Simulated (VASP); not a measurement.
# CoSi2 in VASP: a series of runs, part 2 of 2

VASP 6.6.1.

## Step 3: Single point, PBE+D3(BJ)

This run uses another cell than the first one, of 44.32 Å³/atom, 1.174 times its volume.

Input file INCAR:

```
PREC = Accurate ; ENCUT = 520
EDIFF = 1E-7 ; ISMEAR = 0
SIGMA = 0.1 ; LREAL = F
LASPH = T ; NELM = 100
ALGO = Normal ; ISIF = 2
LWAVE = F ; LCHARG = T
LDIPOL = T ; IDIPOL = 3
DIPOL = 0.5 0.5 0.288 ; GGA = PE
IVDW = 12 ; LELF = T
LVHAR = T ; LVACPOTAV = T
NBANDS = 26
```

Input file KPOINTS:

```
regular mesh
0
Gamma
  9 9 1
```

Input file POSCAR:

```
CoSi2
1.0
    3.7509472838      0.0000000000      0.0000000000
   -1.8754736419      3.2484156361      0.0000000000
    0.0000000000      0.0000000000     21.8234027988
Si Co
4 2
Direct
    0.0000000000      0.0000000000      0.1832894731
    0.3333333333      0.6666666667      0.2534580820
    0.6666666667      0.3333333333      0.3223942812
    0.0000000000      0.0000000000      0.3905625020
    0.6666666667      0.3333333333      0.2183737776
    0.3333333333      0.6666666667      0.3594700284
```

Potentials or basis: VASP PAW PBE potentials, release 64 (Si, Co).

On the command line:

```sh
> cat potpaw_PBE.64/Si/POTCAR potpaw_PBE.64/Co/POTCAR > POTCAR
> mpirun -np 1 vasp_std > vasp.out
```

OUTCAR:

```text
PREC = Accurate
   ENCUT = 520
   EDIFF = 1E-7
   ISMEAR = 0
   LREAL = F
   LASPH = T
   NELM = 100
   ISIF = 2
   GGA = PE
   IVDW = 12
 IVDW          = 12

 ion  position               nearest neighbor table
   1  0.000  0.000  0.183-   5 2.30   5 2.30   5 2.30   2 2.65   2 2.65   2 2.65
   2  0.333  0.667  0.253-   5 2.30   5 2.30   5 2.30   6 2.31   3 2.64   3 2.64   3 2.64   1 2.65
                             1 2.65   1 2.65
   3  0.667  0.333  0.322-   5 2.27   6 2.31   6 2.31   6 2.31   4 2.63   4 2.63   4 2.63   2 2.64
                             2 2.64   2 2.64
   4  0.000  0.000  0.391-   6 2.27   6 2.27   6 2.27   3 2.63   3 2.63   3 2.63
   5  0.667  0.333  0.218-   3 2.27   2 2.30   2 2.30   2 2.30   1 2.30   1 2.30   1 2.30
[... 552 lines left out ...]
  in kB      -9.82865    -9.82865    -1.06176     0.00000    -0.00000     0.00000
  external pressure =       -6.91 kB  Pullay stress =        0.00 kB

 VOLUME and BASIS-vectors are now :
 -----------------------------------------------------------------------------
  energy-cutoff  :      520.00
  volume of cell :      265.91
      direct lattice vectors                 reciprocal lattice vectors
     3.750947284  0.000000000  0.000000000     0.266599321  0.153921190  0.000000000
    -1.875473642  3.248415636  0.000000000     0.000000000  0.307842380  0.000000000
     0.000000000  0.000000000 21.823402799     0.000000000  0.000000000  0.045822368

 POSITION                                       TOTAL-FORCE (eV/Angst)
 -----------------------------------------------------------------------------------
      0.00000      0.00000      4.00000         0.000000     -0.000000      0.434676
     -0.00000      2.16561      5.53132        -0.000000     -0.000000      0.194958
      1.87547      1.08281      7.03574        -0.000000     -0.000000     -0.009334
      0.00000      0.00000      8.52340        -0.000000      0.000000     -0.005412
      1.87547      1.08281      4.76566         0.000000     -0.000000     -0.636809
     -0.00000      2.16561      7.84486         0.000000      0.000000      0.021922
 -----------------------------------------------------------------------------------
    total drift:                               -0.000000     -0.000000     -0.000210

  FREE ENERGIE OF THE ION-ELECTRON SYSTEM (eV)
  ---------------------------------------------------
  free  energy   TOTEN  =       -38.1977319835 eV

  energy  without entropy=      -38.1769288994  energy(sigma->0) =      -38.18733044

 vacuum level on the upper side and lower side of the slab         4.396         4.275
```

OSZICAR:

```text
N       E                     dE             d eps       ncg     rms          rms(c)
DAV:   1     0.207548673171E+03    0.20755E+03   -0.12587E+04   624   0.105E+03
DAV:   2    -0.231403178218E+02   -0.23069E+03   -0.22003E+03   708   0.251E+02
DAV:   3    -0.392326997635E+02   -0.16092E+02   -0.15785E+02   816   0.820E+01
[... 23 lines left out ...]
DAV:  27    -0.364067110208E+02   -0.27204E-05   -0.53122E-08   540   0.206E-03    0.203E-04
DAV:  28    -0.364067123846E+02   -0.13638E-05   -0.35494E-08   572   0.775E-04    0.145E-04
DAV:  29    -0.364067126890E+02   -0.30445E-06   -0.79544E-09   550   0.513E-04    0.861E-05
DAV:  30    -0.364067127979E+02   -0.10888E-06   -0.28155E-09   540   0.298E-04    0.382E-05
DAV:  31    -0.364067128311E+02   -0.33211E-07   -0.11321E-09   506   0.194E-04
   1 F= -.38197732E+02 E0= -.38187330E+02  d E =-.208031E-01
```

stdout:

```text
POSCAR found type information on POSCAR SiCo
 POSCAR found :  2 types and       6 ions
 scaLAPACK will be used
 LDA part: xc-table for (Slater+PW92), standard interpolation
 POSCAR, INCAR and KPOINTS ok, starting setup
 FFT: planning ... GRIDC
 FFT: planning ... GRID_SOFT
 FFT: planning ... GRID
 WAVECAR not read
 entering main loop
 -----------------------------------------------------------------------------
|                                                                             |
|           W    W    AA    RRRRR   N    N  II  N    N   GGGG   !!!           |
|           W    W   A  A   R    R  NN   N  II  NN   N  G    G  !!!           |
|           W    W  A    A  R    R  N N  N  II  N N  N  G       !!!           |
|           W WW W  AAAAAA  RRRRR   N  N N  II  N  N N  G  GGG   !            |
|           WW  WW  A    A  R   R   N   NN  II  N   NN  G    G                |
|           W    W  A    A  R    R  N    N  II  N    N   GGGG   !!!           |
|                                                                             |
|     Did not find any points to average over, which means that no vacuum     |
|     field-free region was found. Please increase the size of  your cell     |
|     in the dimension of the dipole correction to obtain accurate            |
|     workfunction values.                                                    |
|                                                                             |
 -----------------------------------------------------------------------------
```

It took 2.5 min on 1 thread of Intel Xeon Platinum 8488C (Sapphire Rapids), shared host; peak memory 0.37 GiB.

What came out:

| Property | Result |
| --- | --- |
| Free energy | -38.1977 eV |
| Largest force | 0.637 eV/Å |
| Band gap on the k mesh | zero (band 17 reaches 1.49 eV, above the bottom of band 18 at -1.05 eV) |
| Dispersion energy per atom | -0.299 eV |

Forces in eV/Å, atoms in the order of the input:
```
Si   0.000  0.000  0.435
Si   0.000  0.000  0.195
Si   0.000  0.000 -0.009
Si   0.000  0.000 -0.005
Co   0.000  0.000 -0.637
Co   0.000  0.000  0.022
```

Levels at points of the mesh, in eV from the Fermi level:
| k point | band 15 | band 16 | band 17 | band 18 | band 19 | band 20 |
| --- | --- | --- | --- | --- | --- | --- |
| (0.00, 0.00, 0.00) | 0.99 | 0.99 | 2.15 | 2.58 | 2.92 | 2.92 |

Spin polarisation is off, so any magnetic state and its effect on volume and gap are missing.

## Step 4: Single point, PBE+D3(BJ)

This run uses another cell than the first one, of 44.52 Å³/atom, 1.179 times its volume.

Changes to INCAR since step 3:

```diff
@@ -7,3 +7,3 @@
 LDIPOL = T ; IDIPOL = 3
-DIPOL = 0.5 0.5 0.288 ; GGA = PE
+DIPOL = 0.5 0.5 0.287 ; GGA = PE
 IVDW = 12 ; LELF = T
```

KPOINTS is that of step 3.

Input file POSCAR:

```
CoSi2
1.0
    3.7509472838      0.0000000000      0.0000000000
   -1.8754736419      3.2484156361      0.0000000000
    0.0000000000      0.0000000000     21.9234027988
Si Co
4 2
Direct
    0.0000000000      0.0000000000      0.1824534283
    0.3333333333      0.6666666667      0.2523019746
    0.6666666667      0.3333333333      0.3209237326
    0.0000000000      0.0000000000      0.3887810153
    0.6666666667      0.3333333333      0.2173777015
    0.3333333333      0.6666666667      0.3578303649
```

On the command line:

```sh
> cat potpaw_PBE.64/Si/POTCAR potpaw_PBE.64/Co/POTCAR > POTCAR
> mpirun -np 1 vasp_std > vasp.out
```

It took 1.9 min on 1 thread of Intel Xeon 6975P-C (Granite Rapids), shared host; peak memory 0.37 GiB.

Results (log left out):

```yaml
Free_energy: -38.1977 eV
Largest_force: 0.637 eV/Å
Band_gap_on_the_k_mesh: zero (band 17 reaches 1.47 eV, above the bottom of band 18 at -1.07 eV)
Dispersion_energy_per_atom: -0.298 eV
```

Forces on the atoms (eV/Å):
```
Si   0.000  0.000  0.435
Si   0.000  0.000  0.195
Si   0.000  0.000 -0.009
Si   0.000  0.000 -0.006
Co   0.000  0.000 -0.637
Co   0.000  0.000  0.022
```

Levels at points of the mesh, in eV from the Fermi level:
| k point | band 15 | band 16 | band 17 | band 18 | band 19 | band 20 |
| --- | --- | --- | --- | --- | --- | --- |
| (0.00, 0.00, 0.00) | 0.99 | 0.99 | 2.15 | 2.58 | 2.92 | 2.92 |

## Step 5: The runs side by side

| cell | gap on the mesh (eV) | largest force (eV/Å) |
| --- | --- | --- |
| a = 3.751, b = 3.751, c = 18.594 Å, angles 90.0, 90.0, 120.0°, 6 atoms | none | 0.64 |
| a = 3.751, b = 3.751, c = 21.823 Å, angles 90.0, 90.0, 120.0°, 6 atoms | none | 0.64 |
| a = 3.751, b = 3.751, c = 21.923 Å, angles 90.0, 90.0, 120.0°, 6 atoms | none | 0.64 |

Alike in all rows: task single point; level PBE+D3(BJ); potentials or basis VASP PAW PBE potentials, release 64 (Si, Co); no spin polarisation; k mesh 9 × 9 × 1; cutoff (eV) 520; smearing gaussian 0.1 eV.

Total energies depend on the potentials used, so only differences within one code and one set of settings carry meaning.
